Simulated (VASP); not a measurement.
# AgCl (Amm2) in VASP: notebook

AgCl is run at these levels: PBE; tasks: single point.

All numbers are computed with VASP 6.6.1; they aren't measurements. Logs are shortened: lines on timing, memory, paths and dates and some standing lists are left out, and cuts for length are marked.

## 1. The cell of the first run

Symmetry: Amm2, No. 38, orthorhombic system. Conventional cell: a = 3.894 Å, b = 3.786 Å, c = 11.622 Å, α = 90.00°, β = 90.00°, γ = 90.00°. Ag (site symmetry mm2) has 7 Cl at 2.72 to 3.59 Å and 2 Ag at 3.14 Å within 3.6 Å. Within 3.7 Å of Ag (site symmetry mm2) lie 7 Cl at 2.78 to 3.29 Å and 2 Ag at 3.14 Å. Within 3.6 Å of Cl (site symmetry mm2) lie 7 Ag at 2.72 to 3.29 Å. Cl (site symmetry mm2) has 7 Ag at 2.76 to 3.59 Å within 3.6 Å.

## 2. Single point, PBE (mode 1 (-31.0 1/cm) frozen in, largest displacement -0.200 Å)

INCAR

```
SYSTEM = AgCl
ALGO = Normal
EDIFF = 1E-6
ENCUT = 520
GGA = PE
ISIF = 2
ISMEAR = 0
LASPH = .TRUE.
LCHARG = .FALSE.
LREAL = .FALSE.
LWAVE = .FALSE.
NBANDS = 46
NELM = 100
PREC = Accurate
SIGMA = 0.05
```

KPOINTS

```
k-points
0
G
  10 10 4
  0 0 0
```

POSCAR

```
AgCl
1.0
   -3.7861669437      0.0000000000      0.0000000000
    0.0000000000      0.0000000000      3.8937085080
    0.0000000000     11.6224404486      0.0000000000
Ag Cl
4 4
Direct
    1.0000000000      0.7500000000      0.6117032472
    0.5000000000      0.7500000000      0.1117032472
    1.0000000000      0.2500000000      0.3996073482
    0.5000000000      0.2500000000      0.8996073482
    0.0000000000      0.2500000000      0.1163130417
    0.5000000000      0.2500000000      0.6163130417
    0.0000000000      0.7500000000      0.8492707785
    0.5000000000      0.7500000000      0.3492707785
```

Potentials or basis: VASP PAW PBE potentials, release 64 (Ag, Cl).

Started as:

```bash
cat potpaw_PBE.64/Ag/POTCAR potpaw_PBE.64/Cl/POTCAR > POTCAR
mpirun -np 1 vasp_std > vasp.out
```

OUTCAR:

```text
SYSTEM = AgCl
   EDIFF = 1E-6
   ENCUT = 520
   GGA = PE
   ISIF = 2
   ISMEAR = 0
   LASPH = .TRUE.
   LREAL = .FALSE.
   NELM = 100
   PREC = Accurate

 ion  position               nearest neighbor table
   1  0.000  0.750  0.612-   6 2.72   6 2.72   6 2.72   6 2.72   7 2.76   3 3.14   3 3.14
   2  0.500  0.750  0.112-   5 2.72   5 2.72   5 2.72   5 2.72   8 2.76   4 3.14   4 3.14
   3  0.000  0.250  0.400-   8 2.78   8 2.78   8 2.78   8 2.78   1 3.14   1 3.14
   4  0.500  0.250  0.900-   7 2.78   7 2.78   7 2.78   7 2.78   2 3.14   2 3.14
   5  0.000  0.250  0.116-   2 2.72   2 2.72   2 2.72   2 2.72
   6  0.500  0.250  0.616-   1 2.72   1 2.72   1 2.72   1 2.72
   7  0.000  0.750  0.849-   1 2.76   4 2.78   4 2.78   4 2.78   4 2.78
   8  0.500  0.750  0.349-   2 2.76   3 2.78   3 2.78   3 2.78   3 2.78

  LATTYP: Found a simple orthorhombic cell.
 ALAT       =     3.7861669437
 B/A-ratio  =     1.0284038094
 C/A-ratio  =     3.0697115635

  Lattice vectors:

 A1 = (  -3.7861669437,   0.0000000000,   0.0000000000)
 A2 = (   0.0000000000,   0.0000000000,   3.8937085080)
 A3 = (   0.0000000000,  11.6224404486,   0.0000000000)

Analysis of symmetry for initial positions (statically):
=====================================================================
 Subroutine PRICEL returns following result:

  LATTYP: Found a base centered orthorhombic cell.
 ALAT       =     3.7861669437
 B/A-ratio  =     3.0697115635
 C/A-ratio  =     1.0284038094

  Lattice vectors:

 A1 = (  -1.8930834718,   5.8112202243,   0.0000000000)
 A2 = (  -1.8930834719,  -5.8112202243,   0.0000000000)
 A3 = (   0.0000000000,   0.0000000000,   3.8937085080)

   2 primitive cells build up your supercell.

 Routine SETGRP: Setting up the symmetry group for a
 simple orthorhombic supercell.

 Subroutine GETGRP returns: Found  4 space group operations
 (whereof  2 operations were pure point group operations)
 out of a pool of  8 trial point group operations.

The static configuration has the point symmetry C_1h.
 The point group associated with its full space group is C_2v.

Analysis of symmetry for dynamics (positions and initial velocities):
=====================================================================
 Subroutine PRICEL returns following result:

  LATTYP: Found a base centered orthorhombic cell.
 ALAT       =     3.7861669437
 B/A-ratio  =     3.0697115635
 C/A-ratio  =     1.0284038094

  Lattice vectors:

 A1 = (  -1.8930834718,   5.8112202243,   0.0000000000)
 A2 = (  -1.8930834719,  -5.8112202243,   0.0000000000)
 A3 = (   0.0000000000,   0.0000000000,   3.8937085080)

   2 primitive cells build up your supercell.

 Routine SETGRP: Setting up the symmetry group for a
 simple orthorhombic supercell.

 Subroutine GETGRP returns: Found  4 space group operations
 (whereof  2 operations were pure point group operations)
 out of a pool of  8 trial point group operations.

The dynamic configuration has the point symmetry C_1h.
 The point group associated with its full space group is C_2v.

 Subroutine INISYM returns: Found  4 space group operations
 (whereof  2 operations are pure point group operations),
 and found     2 'primitive' translations

----------------------------------------------------------------------------------------

                                     Primitive cell

  volume of cell :      85.6703

  direct lattice vectors                    reciprocal lattice vectors
    -1.893083472  5.811220224  0.000000000    -0.264119363  0.086040449  0.000000000
    -1.893083472 -5.811220224  0.000000000    -0.264119363 -0.086040449  0.000000000
     0.000000000  0.000000000  3.893708508     0.000000000  0.000000000  0.256824567

  length of vectors
     6.111795606  6.111795606  3.893708508     0.277780483  0.277780483  0.256824567

  position of ions in fractional coordinates (direct lattice)
     0.611703247  0.388296753  0.750000000
     0.399607348  0.600392652  0.250000000
     0.116313042  0.883686958  0.250000000
     0.849270778  0.150729222  0.750000000

  ion indices of the primitive-cell ions
   primitive index   ion index
                 1           1
                 2           3
                 3           5
                 4           7

----------------------------------------------------------------------------------------

 KPOINTS: k-points

Automatic generation of k-mesh.
 Grid dimensions read from file:
 generate k-points for:   10   10    4

 Generating k-lattice:

  Cartesian coordinates                     Fractional coordinates (reciprocal lattice)
    -0.026411936  0.000000000  0.000000000     0.100000000  0.000000000  0.000000000
     0.000000000  0.000000000  0.025682457     0.000000000  0.100000000  0.000000000
     0.000000000  0.021510112  0.000000000     0.000000000  0.000000000  0.250000000

  Length of vectors
     0.026411936  0.025682457  0.021510112

  Shift w.r.t. Gamma in fractional coordinates (k-lattice)
     0.000000000  0.000000000  0.000000000

 Subroutine IBZKPT returns following result:
 ===========================================

 Found    108 irreducible k-points:

 Following reciprocal coordinates:
            Coordinates               Weight
  0.000000  0.000000  0.000000      1.000000
  0.100000  0.000000  0.000000      2.000000
  0.200000  0.000000  0.000000      2.000000
  0.300000  0.000000  0.000000      2.000000
  0.400000  0.000000  0.000000      2.000000
  0.500000  0.000000  0.000000      1.000000
[... 16 lines left out ...]
  0.400000  0.300000  0.000000      4.000000
  0.500000  0.300000  0.000000      2.000000
 [... further k-points ...]
   k-points           NKPTS =    108   k-points in BZ     NKDIM =    108   number of bands    NBANDS=     46
   number of dos      NEDOS =    301   number of ions     NIONS =      8
   total plane-waves  NPLWV =  75600
   dimension x,y,z NGX =    28 NGY =   30 NGZ =   90
   dimension x,y,z NGXF=    56 NGYF=   60 NGZF=  180
   ions per type =               4   4
   NGX,Y,Z   is equivalent  to a cutoff of  12.29, 12.81, 12.87 a.u.
   NGXF,Y,Z  is equivalent  to a cutoff of  24.59, 25.62, 25.75 a.u.
 SYSTEM =  AgCl
   PREC   = accura    normal or accurate (medium, high low for compatibility)
   ISTART =      0    job   : 0-new  1-cont  2-samecut
   ICHARG =      2    charge: 1-file 2-atom 10-const
   ISPIN  =      1    spin polarized calculation?
   LNONCOLLINEAR =      F non collinear calculations
   LSORBIT =      F    spin-orbit coupling
   LASPH  =      T    aspherical Exc in radial PAW
   ENCUT  =  520.0 eV  38.22 Ry    6.18 a.u.   7.04  7.24 21.61*2*pi/ulx,y,z
   NELM   =    100;   NELMIN=  2; NELMDL= -5     # of ELM steps
   EDIFF  = 0.1E-05   stopping-criterion for ELM
   LREAL  =      F    real-space projection
   EDIFFG = 0.1E-04   stopping-criterion for IOM
   NSW    =      0    number of steps for IOM
   IBRION =     -1    ionic relax: 0-MD 1-quasi-New 2-CG
   NFREE  =      0    steps in history (QN), initial steepest desc. (CG)
   ISIF   =      2    stress and relaxation
   ISYM   =      2    0-nonsym 1-usesym 2-fastsym
   POTIM  = 0.5000    time-step for ionic-motion
   TEBEG  =    0.0;   TEEND  =   0.0 temperature during run
   PSTRESS=    0.0 pullay stress
   NELECT =      72.0000    total number of electrons
   NUPDOWN=      -1.0000    fix difference up-down
   EMIN   =  10.00;   EMAX   =-10.00  energy-range for DOS
   EFERMI =   0.00;   METHOD = LEGACY
   ISMEAR =     0;   SIGMA  =   0.05  broadening in eV -4-tet -1-fermi 0-gaus
   EFERMI_NEDOS =   21; number of points for ismear=-14 and -15
   IALGO  =     38    algorithm
   IMIX   =      4    mixing-type and parameters
     AMIX     =   0.40;   BMIX     =  1.00
     AMIX_MAG =   1.60;   BMIX_MAG =  1.00
  volume/ion in A,a.u.               =      21.42       144.53
  Fermi-wavevector in a.u.,A,eV,Ry     =   1.226212  2.317204 20.457657  1.503595
  Thomas-Fermi vector in A             =   2.361221
   LORBIT       =      0    0 simple, 1 ext, 2 COOP (PROOUT), +10 PAW based schemes
   GGA     = PE    functional components
   LHFCALC =     F    Hartree Fock is set to
   AEXX    =    0.0000 exact exchange contribution
   IVDW    =     0    specifies the selected vdW correction
   LEPSILON=     F    determine dielectric tensor
   LRPA    =     F    only Hartree local field effects (RPA)
 non-spin polarized calculation
 Gauss-broadening in eV      SIGMA  =   0.05
  energy-cutoff  :      520.00
  volume of cell :      171.34
 maximum number of plane-waves:      4650
   NGX = 15   NGY = 15   NGZ = 43

 number of electron      72.0000007 magnetization

 Free energy of the ion-electron system (eV)
  ---------------------------------------------------
  ext. energy  EPLUGINS =         0.00000000
  ---------------------------------------------------
  free energy    TOTEN  =       -21.33928375 eV

  energy without entropy =      -21.33928375  energy(sigma->0) =      -21.33928375

 E-fermi :   4.0474     XC(G=0):  -9.9763

 val. band max:        3.8730278898   @ k =   0.5000   0.0000   0.0000
 cond. band min:       4.2070964855   @ k =   0.0000   0.0000   0.0000
 fundamental gap:      0.3340685957
 Fermi energy:         4.0473998987

 k-point     1 :       0.0000    0.0000    0.0000
  band No.  band energies     occupation
      1     -11.2851      2.00000
      2     -11.1163      2.00000
      3     -10.9497      2.00000
      4     -10.7750      2.00000
      5      -0.5942      2.00000
      6      -0.4183      2.00000
[... 38 lines left out ...]
     45      12.3684      0.00000
     46      13.4788      0.00000

 k-point     2 :       0.1000    0.0000    0.0000
  band No.  band energies     occupation
      1     -11.2563      2.00000
      2     -11.0923      2.00000
      3     -10.9300      2.00000
      4     -10.7608      2.00000
      5      -0.5909      2.00000
      6      -0.4399      2.00000
[... 1070 lines left out ...]
 k-point    24 :       0.5000    0.3000    0.0000
  band No.  band energies     occupation
      1     -10.8498      2.00000
      2     -10.8498      2.00000
      3     -10.6686      2.00000
      4     -10.6686      2.00000
      5      -1.0016      2.00000
      6      -1.0016      2.00000
[... 38 lines left out ...]
     45      11.8415      0.00000
     46      11.8415      0.00000

 [... further k-points ...]

------------------------ aborting loop because EDIFF is reached ----------------------------------------

  FORCE on cell =-STRESS in cart. coord.  units (eV):
  Direction    XX          YY          ZZ          XY          YZ          ZX
  --------------------------------------------------------------------------------------
  -------------------------------------------------------------------------------------
  Total       -0.1960439      0.4496093     -0.1407488      0.0000000      0.0000000      0.0000000
  in kB       -1.8331730      4.2042187     -1.3161181      0.0000000      0.0000000      0.0000000
  external PRESSURE =       0.3516426 kB  Pullay stress =       0.0000000 kB

 VOLUME and BASIS-vectors are now :
 -----------------------------------------------------------------------------
  energy-cutoff  :      520.00
  volume of cell :      171.34
      direct lattice vectors                 reciprocal lattice vectors
    -3.786166944  0.000000000  0.000000000    -0.264119363  0.000000000  0.000000000
     0.000000000  0.000000000  3.893708508     0.000000000  0.000000000  0.256824567
     0.000000000 11.622440449  0.000000000     0.000000000  0.086040449  0.000000000

 POSITION                                       TOTAL-FORCE (eV/Angst)
 -----------------------------------------------------------------------------------
      0.00000      7.10948      2.92028         0.000000     -0.033883      0.000000
     -1.89308      1.29826      2.92028         0.000000     -0.033883     -0.000000
      0.00000      4.64441      0.97343         0.000000      0.019055      0.000000
     -1.89308     10.45563      0.97343         0.000000      0.019055      0.000000
      0.00000      1.35184      0.97343         0.000000     -0.068864      0.000000
     -1.89308      7.16306      0.97343        -0.000000     -0.068864     -0.000000
      0.00000      9.87060      2.92028         0.000000      0.083692      0.000000
     -1.89308      4.05938      2.92028         0.000000      0.083692      0.000000
 -----------------------------------------------------------------------------------
    total drift:                               -0.000000      0.000518      0.000000

  FREE ENERGIE OF THE ION-ELECTRON SYSTEM (eV)
  ---------------------------------------------------
  free  energy   TOTEN  =       -21.3392837524 eV

  energy  without entropy=      -21.3392837470  energy(sigma->0) =      -21.33928375
```

Run time: 14 min. Hardware: 1 thread of Intel Xeon Platinum 8259CL at 2.50GHz (Skylake/Cascade Lake), shared host; peak memory 0.7 GiB.

What came out:

```
Free energy            : -21.3393 eV
Pressure               : 0.0 GPa
Largest force          : 0.084 eV/Å
Band gap on the k mesh : 0.33 eV
```

Forces in eV/Å, atoms in the order of the input:
```
Ag   0.000 -0.034  0.000
Ag   0.000 -0.034  0.000
Ag   0.000  0.019  0.000
Ag   0.000  0.019  0.000
Cl   0.000 -0.069  0.000
Cl   0.000 -0.069  0.000
Cl   0.000  0.084  0.000
Cl   0.000  0.084  0.000
```

Caveat: the cell differs from its parent crystal (mode 1 (-31.0 1/cm) frozen in, largest displacement -0.200 Å). A k mesh can miss the band edges.

(Part 1 of 2 ends here.)
